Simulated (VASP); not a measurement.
# Na4Cu (P6mm) in VASP: relaxation of cell and atoms with PBE

Aim: the relaxation of cell and atoms of Na4Cu with PBE.

Program: VASP 6.6.1. These are calculated values, not measurements. Logs are shortened: lines on timing, memory, paths and dates and some standing lists are left out, and cuts for length are marked.

### 1 The cell of the first run

Symmetry: P6mm, No. 183, hexagonal system. The conventional cell has a = 4.698 Å, b = 4.698 Å, c = 5.013 Å, α = 90.00°, β = 90.00°, γ = 120.00°. Na (site symmetry 6mm) has 2 Cu at 2.24 to 2.77 Å within 3.0 Å. Na (site symmetry 2mm) has 4 Na at 2.35 Å and 2 Cu at 2.35 Å within 3.1 Å. Within 3.0 Å of Cu (site symmetry 6mm) lie 8 Na at 2.24 to 2.77 Å.

The cell was built from a structure type or drawn by symmetry, and may not be a known phase.

### 2 Relaxation of cell and atoms, PBE

File INCAR:

```
PREC = Accurate ; ENCUT = 600
EDIFF = 1E-6 ; ISMEAR = 0
SIGMA = 0.1 ; LREAL = False
LASPH = True ; NELM = 100
ALGO = Normal ; ISIF = 3
LWAVE = False ; LCHARG = False
GGA = PE ; IBRION = 2
NSW = 90 ; EDIFFG = -0.04
```

File KPOINTS:

```
regular mesh
0
Gamma
  6 6 4
```

File POSCAR:

```
Na4Cu
1.0
    4.6982690300      0.0000000000      0.0000000000
   -2.3491345100      4.0688203300      0.0000000000
    0.0000000000      0.0000000000      5.0132101300
Na Cu
4 1
Direct
    0.0000000000      0.0000000000      0.2269326000
    0.5000000000      0.0000000000      0.7046904300
    0.0000000000      0.5000000000      0.7046904300
    0.5000000000      0.5000000000      0.7046904300
    0.0000000000      0.0000000000      0.6741923600
```

Potentials or basis: VASP PAW PBE potentials, release 64 (Na_pv, Cu).

Launch:

```bash
$ cat potpaw_PBE.64/Na_pv/POTCAR potpaw_PBE.64/Cu/POTCAR > POTCAR
$ mpirun -np 1 vasp_std > vasp.out
```

OUTCAR:

```text
PREC = Accurate
   ENCUT = 600
   EDIFF = 1E-6
   ISMEAR = 0
   LREAL = False
   LASPH = True
   NELM = 100
   ISIF = 3
   GGA = PE
   IBRION = 2
   NSW = 90
   EDIFFG = -0.04

 ion  position               nearest neighbor table
   1  0.000  0.000  0.227-   5 2.24   5 2.77
   2  0.500  0.000  0.705-   4 2.35   4 2.35   3 2.35   3 2.35   5 2.35   5 2.35
   3  0.000  0.500  0.705-   2 2.35   2 2.35   4 2.35   4 2.35   5 2.35   5 2.35
   4  0.500  0.500  0.705-   2 2.35   2 2.35   3 2.35   3 2.35   5 2.35   5 2.35
   5  0.000  0.000  0.674-   1 2.24   3 2.35   3 2.35   4 2.35   4 2.35   2 2.35   2 2.35   1 2.77

  LATTYP: Found a hexagonal cell.
 ALAT       =     4.6982690300
 C/A-ratio  =     1.0670334325

  Lattice vectors:

 A1 = (   4.6982690300,   0.0000000000,   0.0000000000)
 A2 = (  -2.3491345100,   4.0688203300,   0.0000000000)
 A3 = (   0.0000000000,   0.0000000000,   5.0132101300)

Analysis of symmetry for initial positions (statically):
=====================================================================
 Subroutine PRICEL returns:
 Original cell was already a primitive cell.

 Routine SETGRP: Setting up the symmetry group for a
 hexagonal supercell.

 Subroutine GETGRP returns: Found 12 space group operations
 (whereof 12 operations were pure point group operations)
 out of a pool of 24 trial point group operations.

The static configuration has the point symmetry C_6v.

Analysis of symmetry for dynamics (positions and initial velocities):
=====================================================================
 Subroutine PRICEL returns:
 Original cell was already a primitive cell.

 Routine SETGRP: Setting up the symmetry group for a
 hexagonal supercell.

 Subroutine GETGRP returns: Found 12 space group operations
 (whereof 12 operations were pure point group operations)
 out of a pool of 24 trial point group operations.

The dynamic configuration has the point symmetry C_6v.

 Subroutine INISYM returns: Found 12 space group operations
 (whereof 12 operations are pure point group operations),
 and found     1 'primitive' translations

----------------------------------------------------------------------------------------

                                     Primitive cell

  volume of cell :      95.8346

  direct lattice vectors                    reciprocal lattice vectors
     4.698269030  0.000000000  0.000000000     0.212844346  0.122885740  0.000000000
    -2.349134510  4.068820330  0.000000000     0.000000000  0.245771481  0.000000000
     0.000000000  0.000000000  5.013210130     0.000000000  0.000000000  0.199472987

  length of vectors
     4.698269030  4.698269024  5.013210130     0.245771481  0.245771481  0.199472987

  position of ions in fractional coordinates (direct lattice)
     0.000000000  0.000000000  0.226932600
     0.500000000  0.000000000  0.704690430
     1.000000000  0.500000000  0.704690430
     0.500000000  0.500000000  0.704690430
     0.000000000  0.000000000  0.674192360

  ion indices of the primitive-cell ions
   primitive index   ion index
                 1           1
                 2           2
                 3           3
                 4           4
                 5           5

----------------------------------------------------------------------------------------

 KPOINTS: regular mesh

Automatic generation of k-mesh.
 Grid dimensions read from file:
 generate k-points for:    6    6    4

 Generating k-lattice:

  Cartesian coordinates                     Fractional coordinates (reciprocal lattice)
     0.035474058  0.020480957  0.000000000     0.166666667 -0.000000000  0.000000000
     0.000000000  0.040961914  0.000000000     0.000000000  0.166666667  0.000000000
     0.000000000  0.000000000  0.049868247     0.000000000  0.000000000  0.250000000

  Length of vectors
     0.040961914  0.040961914  0.049868247

  Shift w.r.t. Gamma in fractional coordinates (k-lattice)
     0.000000000  0.000000000  0.000000000

 Subroutine IBZKPT returns following result:
 ===========================================

 Found     21 irreducible k-points:

 Following reciprocal coordinates:
            Coordinates               Weight
  0.000000  0.000000  0.000000      1.000000
  0.166667 -0.000000  0.000000      6.000000
  0.333333 -0.000000  0.000000      6.000000
  0.500000 -0.000000  0.000000      3.000000
  0.166667  0.166667  0.000000      6.000000
  0.333333  0.166667  0.000000     12.000000
[... 13 lines left out ...]
  0.333333  0.166667  0.500000     12.000000
  0.333333  0.333333  0.500000      2.000000
   k-points           NKPTS =     21   k-points in BZ     NKDIM =     21   number of bands    NBANDS=     23
   number of dos      NEDOS =    301   number of ions     NIONS =      5
   total plane-waves  NPLWV =  64000
   dimension x,y,z NGX =    40 NGY =   40 NGZ =   40
   dimension x,y,z NGXF=    80 NGYF=   80 NGZF=   80
   ions per type =               4   1
   NGX,Y,Z   is equivalent  to a cutoff of  14.15, 14.15, 13.26 a.u.
   NGXF,Y,Z  is equivalent  to a cutoff of  28.31, 28.31, 26.53 a.u.
 SYSTEM =  unknown system
   PREC   = accura    normal or accurate (medium, high low for compatibility)
   ISTART =      0    job   : 0-new  1-cont  2-samecut
   ICHARG =      2    charge: 1-file 2-atom 10-const
   ISPIN  =      1    spin polarized calculation?
   LNONCOLLINEAR =      F non collinear calculations
   LSORBIT =      F    spin-orbit coupling
   LASPH  =      T    aspherical Exc in radial PAW
   ENCUT  =  600.0 eV  44.10 Ry    6.64 a.u.   9.38  9.38 10.01*2*pi/ulx,y,z
   NELM   =    100;   NELMIN=  2; NELMDL= -5     # of ELM steps
   EDIFF  = 0.1E-05   stopping-criterion for ELM
   LREAL  =      F    real-space projection
   EDIFFG = -.4E-01   stopping-criterion for IOM
   NSW    =     90    number of steps for IOM
   IBRION =      2    ionic relax: 0-MD 1-quasi-New 2-CG
   NFREE  =      1    steps in history (QN), initial steepest desc. (CG)
   ISIF   =      3    stress and relaxation
   ISYM   =      2    0-nonsym 1-usesym 2-fastsym
   POTIM  = 0.5000    time-step for ionic-motion
   TEBEG  =    0.0;   TEEND  =   0.0 temperature during run
   PSTRESS=    0.0 pullay stress
   NELECT =      39.0000    total number of electrons
   NUPDOWN=      -1.0000    fix difference up-down
   EMIN   =  10.00;   EMAX   =-10.00  energy-range for DOS
   EFERMI =   0.00;   METHOD = LEGACY
   ISMEAR =     0;   SIGMA  =   0.10  broadening in eV -4-tet -1-fermi 0-gaus
   EFERMI_NEDOS =   21; number of points for ismear=-14 and -15
   IALGO  =     38    algorithm
   IMIX   =      4    mixing-type and parameters
     AMIX     =   0.40;   BMIX     =  1.00
     AMIX_MAG =   1.60;   BMIX_MAG =  1.00
  volume/ion in A,a.u.               =      19.17       129.34
  Fermi-wavevector in a.u.,A,eV,Ry     =   1.213172  2.292562 20.024858  1.471786
  Thomas-Fermi vector in A             =   2.348632
   LORBIT       =      0    0 simple, 1 ext, 2 COOP (PROOUT), +10 PAW based schemes
   GGA     = PE    functional components
   LHFCALC =     F    Hartree Fock is set to
   AEXX    =    0.0000 exact exchange contribution
   IVDW    =     0    specifies the selected vdW correction
   LEPSILON=     F    determine dielectric tensor
   LRPA    =     F    only Hartree local field effects (RPA)
 conjugate gradient relaxation of ions
 non-spin polarized calculation
 Gauss-broadening in eV      SIGMA  =   0.10
  energy-cutoff  :      600.00
  volume of cell :       95.83
 maximum number of plane-waves:      3216
 NGX is ok and might be reduce to    40
   NGX = 19   NGY = 19   NGZ = 21

--------------------------------------- Ionic step        1  -------------------------------------------

 number of electron      39.0000027 magnetization

 Free energy of the ion-electron system (eV)
  ---------------------------------------------------
  ext. energy  EPLUGINS =         0.00000000
  ---------------------------------------------------
  free energy    TOTEN  =        -1.92748470 eV

  energy without entropy =       -1.91455297  energy(sigma->0) =       -1.92101884

------------------------ aborting loop because EDIFF is reached ----------------------------------------

  FORCE on cell =-STRESS in cart. coord.  units (eV):
  Direction    XX          YY          ZZ          XY          YZ          ZX
  --------------------------------------------------------------------------------------
  -------------------------------------------------------------------------------------
  Total       21.3039770     21.3039770      6.6703098      0.0000000     -0.0000000      0.0000000
  in kB      356.1631345    356.1631338    111.5152560      0.0000004     -0.0000000      0.0000000
  external PRESSURE =     274.6138414 kB  Pullay stress =       0.0000000 kB
[... 141 lines left out ...]
  energy  without entropy=       -7.3285274125  energy(sigma->0) =       -7.33037392

--------------------------------------- Ionic step        5  -------------------------------------------

 number of electron      39.0000064 magnetization

 E-fermi :  -0.0149     XC(G=0):  -6.2475

 val. band max:       -0.0230187405   @ k =   0.3333   0.3333   0.5000
 cond. band min:       0.0467823817   @ k =   0.1667   0.1667   0.0000
 fundamental gap:      0.0698011223
 Fermi energy:        -0.0149076041

 k-point     1 :       0.0000    0.0000    0.0000
  band No.  band energies     occupation
      1     -25.0343      2.00000
      2     -24.9520      2.00000
      3     -24.9520      2.00000
      4     -24.9347      2.00000
      5     -24.9208      2.00000
      6     -24.9208      2.00000
[... 688 lines left out ...]
  energy  without entropy=       -7.3523256067  energy(sigma->0) =       -7.35397381

--------------------------------------- Ionic step        9  -------------------------------------------

 number of electron      39.0000031 magnetization

 Free energy of the ion-electron system (eV)
  ---------------------------------------------------
  ext. energy  EPLUGINS =         0.00000000
  ---------------------------------------------------
  free energy    TOTEN  =        -7.36336354 eV

  energy without entropy =       -7.35911807  energy(sigma->0) =       -7.36124080

 E-fermi :   0.0866     XC(G=0):  -6.3801

 val. band max:       -0.0449319034   @ k =   0.1667   0.1667   0.5000
 cond. band min:       0.1033339042   @ k =   0.3333   0.3333   0.5000
 fundamental gap:      0.1482658076
 Fermi energy:         0.0866337810

 k-point     1 :       0.0000    0.0000    0.0000
  band No.  band energies     occupation
      1     -24.8975      2.00000
      2     -24.8120      2.00000
      3     -24.8120      2.00000
      4     -24.7925      2.00000
      5     -24.7780      2.00000
      6     -24.7780      2.00000
[... 567 lines left out ...]
  FREE ENERGIE OF THE ION-ELECTRON SYSTEM (eV)
  ---------------------------------------------------
  free  energy   TOTEN  =        -7.3633635358 eV

  energy  without entropy=       -7.3591180741  energy(sigma->0) =       -7.36124080

 reached required accuracy - stopping structural energy minimisation
```

Wall time 7.7 min (1 thread of Intel Xeon 8259CL, shared host); peak memory 0.27 GiB.

Results:

```yaml
Free_energy: -7.3634 eV
Relaxed_volume: 37.91 Å³/atom
Relaxed_cell: a = 6.375 Å, b = 6.375 Å, c = 5.386 Å, α = 90.00°, β = 90.00°, γ = 120.00°
Space_group_after_relaxing_to_0.1_Å: P6mm (No. 183)
Energy_gained_by_relaxing: 1087.2 meV/atom
Ionic_steps: 9
Pressure_after_relaxing: 0.1 GPa
Largest_force_after_relaxing: 0.027 eV/Å
Band_gap_on_the_k_mesh: zero (an odd number of electrons rules out a gap without spin polarisation)
```

Forces on the atoms (eV/Å):
```
Na   0.000  0.000  0.011
Na   0.000  0.000 -0.013
Na   0.000  0.000 -0.013
Na   0.000  0.000 -0.013
Cu   0.000  0.000  0.027
```

The path:
| step | energy change (eV) | largest force (eV/Å) | pressure (GPa) | volume (Å³) |
| --- | --- | --- | --- | --- |
| 1 | 0.0000 | 2.0522 | 27.46 | 95.83 |
| 2 | -4.8664 | 0.4151 | 3.94 | 148.25 |
| 3 | -5.2538 | 0.2237 | 1.69 | 166.45 |
| 4 | -5.4047 | 0.0897 | -0.50 | 206.86 |
| 5 | -5.4214 | 0.0506 | -0.20 | 198.38 |
| 6 | -5.4225 | 0.0369 | -0.18 | 195.87 |
| 7 | -5.4219 | 0.0233 | -0.07 | 193.43 |
| 8 | -5.4281 | 0.0209 | 0.00 | 192.38 |
| 9 | -5.4359 | 0.0273 | 0.11 | 189.55 |

Final structure:
```xyz
5
Lattice="6.3750 0.0000 0.0000 -3.1875 5.5209 0.0000 0.0000 0.0000 5.3856" Properties=species:S:1:pos:R:3 pbc="T T T"
Na    0.0000    0.0000    1.0527
Na    3.1875    0.0000    3.8139
Na   -1.5937    2.7604    3.8139
Na    1.5937    2.7604    3.8139
Cu    0.0000    0.0000    3.7446
```

Caveat: the volume moved by over 15 % at a fixed basis, so the end points are rough.
